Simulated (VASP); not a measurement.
# B3C (P-4m2) in VASP: a series of runs

The runs below take B3C through single point, with PBE.

Everything below comes from runs of VASP 6.6.1. Logs are shortened: lines on timing, memory, paths and dates and some standing lists are left out, and cuts for length are marked.

## 1. The cell of the first run

Symmetry: P-4m2, No. 115, tetragonal system. The conventional cell has a = 2.668 Å, b = 2.668 Å, c = 4.252 Å, α = 90.00°, β = 90.00°, γ = 90.00°. Within 2.5 Å of B (site symmetry -4m2) lie 4 B at 1.87 Å. Within 2.1 Å of B (site symmetry 2mm) lie 2 C at 1.56 Å and 2 B at 1.87 Å. Within 2.1 Å of C (site symmetry -4m2) lie 4 B at 1.56 Å.

## 2. Single point, PBE

The input, INCAR:

```
ALGO     = Normal         # electronic algorithm
EDIFF    = 1E-6           # SCF threshold, eV
ENCUT    = 600            # plane-wave cutoff, eV
GGA      = PE             # functional
GGA_COMPAT= F            
ISIF     = 2              # what is computed and relaxed
ISMEAR   = 0              # smearing method
LASPH    = T              # aspherical terms in the spheres
LCHARG   = T              # write CHGCAR
LELF     = T              # ELF
LREAL    = F              # projectors in reciprocal space
LVHAR    = T            
LWAVE    = F              # write WAVECAR
NBANDS   = 14             # bands
NELM     = 120            # most SCF steps
PREC     = Accurate       # precision mode
SIGMA    = 0.2            # smearing width, eV
```

The input, KPOINTS:

```
k-points
0
Gamma
  7 7 5
```

The input, POSCAR:

```
B3C
1.0
    2.6681787548      0.0000000000      0.0000000000
    0.0000000000      2.6681787548      0.0000000000
    0.0000000000      0.0000000000      4.2515671774
B C
3 1
Direct
    0.5000000000      0.5000000000      0.5000000000
    0.5000000000      0.0000000000      0.8083835314
    0.0000000000      0.5000000000      0.1916164686
    0.0000000000      0.0000000000      0.0000000000
```

Potentials or basis: VASP PAW PBE potentials, release 64 (B, C).

Run with:

```sh
$ cat potpaw_PBE.64/B/POTCAR potpaw_PBE.64/C/POTCAR > POTCAR
$ mpirun -np 1 vasp_std > vasp.out
```

OUTCAR:

```text
EDIFF = 1E-6
   ENCUT = 600
   GGA = PE
   ISIF = 2
   ISMEAR = 0
   LASPH = T
   LREAL = F
   NELM = 120
   PREC = Accurate

 ion  position               nearest neighbor table
   1  0.500  0.500  0.500-   2 1.87   3 1.87   2 1.87   3 1.87
   2  0.500  0.000  0.808-   4 1.56   4 1.56   1 1.87   1 1.87
   3  0.000  0.500  0.192-   4 1.56   4 1.56   1 1.87   1 1.87
   4  0.000  0.000  0.000-   2 1.56   3 1.56   3 1.56   2 1.56

  LATTYP: Found a simple tetragonal cell.
 ALAT       =     2.6681787548
 C/A-ratio  =     1.5934341617

  Lattice vectors:

 A1 = (   2.6681787548,   0.0000000000,   0.0000000000)
 A2 = (   0.0000000000,   2.6681787548,   0.0000000000)
 A3 = (   0.0000000000,   0.0000000000,   4.2515671774)

Analysis of symmetry for initial positions (statically):
=====================================================================
 Subroutine PRICEL returns:
 Original cell was already a primitive cell.

 Routine SETGRP: Setting up the symmetry group for a
 simple tetragonal supercell.

 Subroutine GETGRP returns: Found  8 space group operations
 (whereof  8 operations were pure point group operations)
 out of a pool of 16 trial point group operations.

The static configuration has the point symmetry D_2d.

Analysis of symmetry for dynamics (positions and initial velocities):
=====================================================================
 Subroutine PRICEL returns:
 Original cell was already a primitive cell.

 Routine SETGRP: Setting up the symmetry group for a
 simple tetragonal supercell.

 Subroutine GETGRP returns: Found  8 space group operations
 (whereof  8 operations were pure point group operations)
 out of a pool of 16 trial point group operations.

The dynamic configuration has the point symmetry D_2d.

 Subroutine INISYM returns: Found  8 space group operations
 (whereof  8 operations are pure point group operations),
 and found     1 'primitive' translations

----------------------------------------------------------------------------------------

                                     Primitive cell

  volume of cell :      30.2677

  direct lattice vectors                    reciprocal lattice vectors
     2.668178755  0.000000000  0.000000000     0.374787483  0.000000000  0.000000000
     0.000000000  2.668178755  0.000000000     0.000000000  0.374787483  0.000000000
     0.000000000  0.000000000  4.251567177     0.000000000  0.000000000  0.235207385

  length of vectors
     2.668178755  2.668178755  4.251567177     0.374787483  0.374787483  0.235207385

  position of ions in fractional coordinates (direct lattice)
     0.500000000  0.500000000  0.500000000
     0.500000000  0.000000000  0.808383531
     0.000000000  0.500000000  0.191616469
     0.000000000  0.000000000  0.000000000

  ion indices of the primitive-cell ions
   primitive index   ion index
                 1           1
                 2           2
                 3           3
                 4           4

----------------------------------------------------------------------------------------

 KPOINTS: k-points

Automatic generation of k-mesh.
 Grid dimensions read from file:
 generate k-points for:    7    7    5

 Generating k-lattice:

  Cartesian coordinates                     Fractional coordinates (reciprocal lattice)
     0.053541069  0.000000000  0.000000000     0.142857143  0.000000000  0.000000000
     0.000000000  0.053541069  0.000000000     0.000000000  0.142857143  0.000000000
     0.000000000  0.000000000  0.047041477     0.000000000  0.000000000  0.200000000

  Length of vectors
     0.053541069  0.053541069  0.047041477

  Shift w.r.t. Gamma in fractional coordinates (k-lattice)
     0.000000000  0.000000000  0.000000000

 Subroutine IBZKPT returns following result:
 ===========================================

 Found     30 irreducible k-points:

 Following reciprocal coordinates:
            Coordinates               Weight
  0.000000  0.000000  0.000000      1.000000
  0.142857  0.000000  0.000000      4.000000
  0.285714  0.000000  0.000000      4.000000
  0.428571  0.000000  0.000000      4.000000
  0.142857  0.142857  0.000000      4.000000
  0.285714  0.142857  0.000000      8.000000
[... 16 lines left out ...]
  0.285714  0.000000  0.400000      8.000000
  0.428571  0.000000  0.400000      8.000000
 [... further k-points ...]
   k-points           NKPTS =     30   k-points in BZ     NKDIM =     30   number of bands    NBANDS=     14
   number of dos      NEDOS =    301   number of ions     NIONS =      4
   total plane-waves  NPLWV =  20736
   dimension x,y,z NGX =    24 NGY =   24 NGZ =   36
   dimension x,y,z NGXF=    48 NGYF=   48 NGZF=   72
   ions per type =               3   1
   NGX,Y,Z   is equivalent  to a cutoff of  14.95, 14.95, 14.08 a.u.
   NGXF,Y,Z  is equivalent  to a cutoff of  29.91, 29.91, 28.15 a.u.
 SYSTEM =  unknown system
   PREC   = accura    normal or accurate (medium, high low for compatibility)
   ISTART =      0    job   : 0-new  1-cont  2-samecut
   ICHARG =      2    charge: 1-file 2-atom 10-const
   ISPIN  =      1    spin polarized calculation?
   LNONCOLLINEAR =      F non collinear calculations
   LSORBIT =      F    spin-orbit coupling
   LASPH  =      T    aspherical Exc in radial PAW
   ENCUT  =  600.0 eV  44.10 Ry    6.64 a.u.   5.33  5.33  8.49*2*pi/ulx,y,z
   NELM   =    120;   NELMIN=  2; NELMDL= -5     # of ELM steps
   EDIFF  = 0.1E-05   stopping-criterion for ELM
   LREAL  =      F    real-space projection
   EDIFFG = 0.1E-04   stopping-criterion for IOM
   NSW    =      0    number of steps for IOM
   IBRION =     -1    ionic relax: 0-MD 1-quasi-New 2-CG
   NFREE  =      0    steps in history (QN), initial steepest desc. (CG)
   ISIF   =      2    stress and relaxation
   ISYM   =      2    0-nonsym 1-usesym 2-fastsym
   POTIM  = 0.5000    time-step for ionic-motion
   TEBEG  =    0.0;   TEEND  =   0.0 temperature during run
   PSTRESS=    0.0 pullay stress
   NELECT =      13.0000    total number of electrons
   NUPDOWN=      -1.0000    fix difference up-down
   EMIN   =  10.00;   EMAX   =-10.00  energy-range for DOS
   EFERMI =   0.00;   METHOD = LEGACY
   ISMEAR =     0;   SIGMA  =   0.20  broadening in eV -4-tet -1-fermi 0-gaus
   EFERMI_NEDOS =   21; number of points for ismear=-14 and -15
   IALGO  =     38    algorithm
   IMIX   =      4    mixing-type and parameters
     AMIX     =   0.40;   BMIX     =  1.00
     AMIX_MAG =   1.60;   BMIX_MAG =  1.00
  volume/ion in A,a.u.               =       7.57        51.06
  Fermi-wavevector in a.u.,A,eV,Ry     =   1.235178  2.334149 20.757938  1.525665
  Thomas-Fermi vector in A             =   2.369838
   LORBIT       =      0    0 simple, 1 ext, 2 COOP (PROOUT), +10 PAW based schemes
   GGA     = PE    functional components
   LHFCALC =     F    Hartree Fock is set to
   AEXX    =    0.0000 exact exchange contribution
   IVDW    =     0    specifies the selected vdW correction
   LEPSILON=     F    determine dielectric tensor
   LRPA    =     F    only Hartree local field effects (RPA)
 non-spin polarized calculation
 Gauss-broadening in eV      SIGMA  =   0.20
  energy-cutoff  :      600.00
  volume of cell :       30.27
 maximum number of plane-waves:      1030
 NGX is ok and might be reduce to    24
   NGX = 11   NGY = 11   NGZ = 17

 number of electron      13.0000000 magnetization

 Free energy of the ion-electron system (eV)
  ---------------------------------------------------
  ext. energy  EPLUGINS =         0.00000000
  ---------------------------------------------------
  free energy    TOTEN  =       -27.28987759 eV

  energy without entropy =      -27.27108518  energy(sigma->0) =      -27.28048138

 E-fermi :   4.7576     XC(G=0): -11.6099

 val. band max:        4.7328331107   @ k =   0.4286   0.2857   0.2000
 cond. band min:       4.8410812205   @ k =   0.2857   0.0000   0.0000
 fundamental gap:      0.1082481098
 Fermi energy:         4.7575797228

 k-point     1 :       0.0000    0.0000    0.0000
  band No.  band energies     occupation
      1     -10.4794      2.00000
      2      -3.3939      2.00000
      3      -2.7235      2.00000
      4       2.5645      2.00000
      5       2.5645      2.00000
      6       7.5947      0.00000
      7       9.5865      0.00000
      8       9.5865      0.00000
      9      12.0248      0.00000
     10      12.9676      0.00000
     11      13.1019      0.00000
     12      13.1019      0.00000
     13      14.9855      0.00000
     14      18.6226      0.00000

 k-point     2 :       0.1429    0.0000    0.0000
  band No.  band energies     occupation
      1     -10.1622      2.00000
      2      -3.1362      2.00000
      3      -2.4268      2.00000
      4       1.0930      2.00000
      5       2.8006      2.00000
      6       6.6365      0.00000
      7       7.7327      0.00000
      8       9.5272      0.00000
      9      12.5545      0.00000
     10      13.4029      0.00000
     11      13.6511      0.00000
     12      14.4253      0.00000
     13      16.6144      0.00000
     14      18.3445      0.00000

 k-point     3 :       0.2857    0.0000    0.0000
  band No.  band energies     occupation
      1      -9.2384      2.00000
      2      -2.9292      2.00000
      3      -1.5937      2.00000
      4      -0.9120      2.00000
      5       3.4161      2.00000
      6       4.5277      1.89587
      7       4.8411      0.55489
      8       9.2560      0.00000
      9      13.0646      0.00000
     10      14.2710      0.00000
     11      14.9183      0.00000
     12      16.3699      0.00000
     13      18.0253      0.00000
     14      19.8491      0.00000

 k-point     4 :       0.4286    0.0000    0.0000
  band No.  band energies     occupation
      1      -7.9235      2.00000
      2      -4.6574      2.00000
      3      -0.3732      2.00000
      4      -0.0426      2.00000
      5       2.2540      2.00000
      6       2.4430      2.00000
      7       4.0468      2.00000
      8       8.8318      0.00000
      9      13.9816      0.00000
     10      15.4417      0.00000
     11      15.4630      0.00000
     12      16.3019      0.00000
     13      18.6268      0.00000
     14      18.8036      0.00000

 k-point     5 :       0.1429    0.1429    0.0000
  band No.  band energies     occupation
      1      -9.8469      2.00000
      2      -2.8827      2.00000
      3      -2.1382      2.00000
      4       1.3079      2.00000
      5       1.4126      2.00000
      6       6.0685      0.00000
      7       7.4326      0.00000
      8       8.1067      0.00000
      9      12.3321      0.00000
     10      14.3022      0.00000
     11      14.6329      0.00000
[... 276 lines left out ...]
 k-point    22 :       0.1429    0.0000    0.4000
  band No.  band energies     occupation
      1      -9.7082      2.00000
      2      -6.0210      2.00000
      3       1.0039      2.00000
      4       2.4973      2.00000
      5       3.0800      2.00000
      6       4.4867      1.94456
      7       6.6436      0.00000
      8       8.0650      0.00000
      9      13.0272      0.00000
     10      14.2504      0.00000
     11      15.3319      0.00000
     12      16.0790      0.00000
     13      17.3333      0.00000
     14      18.5762      0.00000

 k-point    23 :       0.2857    0.0000    0.4000
  band No.  band energies     occupation
      1      -8.8161      2.00000
      2      -5.0184      2.00000
      3      -1.6041      2.00000
      4       1.5263      2.00000
      5       3.6086      2.00000
      6       3.6633      2.00000
      7       5.9063      0.00000
      8       8.5445      0.00000
      9      13.1025      0.00000
     10      14.3858      0.00000
     11      15.3582      0.00000
     12      16.2399      0.00000
     13      17.0508      0.00000
     14      18.7077      0.00000

 k-point    24 :       0.4286    0.0000    0.4000
  band No.  band energies     occupation
      1      -7.5904      2.00000
      2      -4.0356      2.00000
      3      -3.2103      2.00000
      4      -1.0424      2.00000
      5       4.1138      1.99999
      6       4.4658      1.96094
      7       5.3508      0.00003
      8       8.9408      0.00000
      9      12.4861      0.00000
     10      14.1878      0.00000
     11      14.7412      0.00000
     12      15.9747      0.00000
     13      17.6019      0.00000
     14      18.0488      0.00000

 [... further k-points ...]
[... 5 lines left out ...]
  --------------------------------------------------------------------------------------
  -------------------------------------------------------------------------------------
  Total       -0.0779724     -0.0779724      0.0257375      0.0000000      0.0000000      0.0000000
  in kB       -4.1273628     -4.1273628      1.3623800      0.0000000      0.0000000      0.0000000
  external PRESSURE =      -2.2974485 kB  Pullay stress =       0.0000000 kB

 VOLUME and BASIS-vectors are now :
 -----------------------------------------------------------------------------
  energy-cutoff  :      600.00
  volume of cell :       30.27
      direct lattice vectors                 reciprocal lattice vectors
     2.668178755  0.000000000  0.000000000     0.374787483  0.000000000  0.000000000
     0.000000000  2.668178755  0.000000000     0.000000000  0.374787483  0.000000000
     0.000000000  0.000000000  4.251567177     0.000000000  0.000000000  0.235207385

 POSITION                                       TOTAL-FORCE (eV/Angst)
 -----------------------------------------------------------------------------------
      1.33409      1.33409      2.12578         0.000000      0.000000      0.000000
      1.33409      0.00000      3.43690         0.000000     -0.000000     -0.023917
      0.00000      1.33409      0.81467         0.000000     -0.000000      0.023917
      0.00000      0.00000      0.00000         0.000000     -0.000000      0.000000
 -----------------------------------------------------------------------------------
    total drift:                                0.000000      0.000000     -0.000000

  FREE ENERGIE OF THE ION-ELECTRON SYSTEM (eV)
  ---------------------------------------------------
  free  energy   TOTEN  =       -27.2898775894 eV

  energy  without entropy=      -27.2710851771  energy(sigma->0) =      -27.28048138
```

Wall time 14 s (1 thread of AMD EPYC 9R45 (Zen 5), shared host); peak memory 0.11 GiB.

Results:

```yaml
Free_energy: -27.2899 eV
Pressure: -0.2 GPa
Largest_force: 0.024 eV/Å
```

Forces in eV/Å, atoms in the order of the input:
```
B    0.000  0.000  0.000
B    0.000  0.000 -0.024
B    0.000  0.000  0.024
C    0.000  0.000  0.000
```

Stress tensor (GPa, compression positive):
```
-0.41  0.00  0.00
 0.00 -0.41  0.00
 0.00  0.00  0.14
```

(Continued in part 2 of 2.)
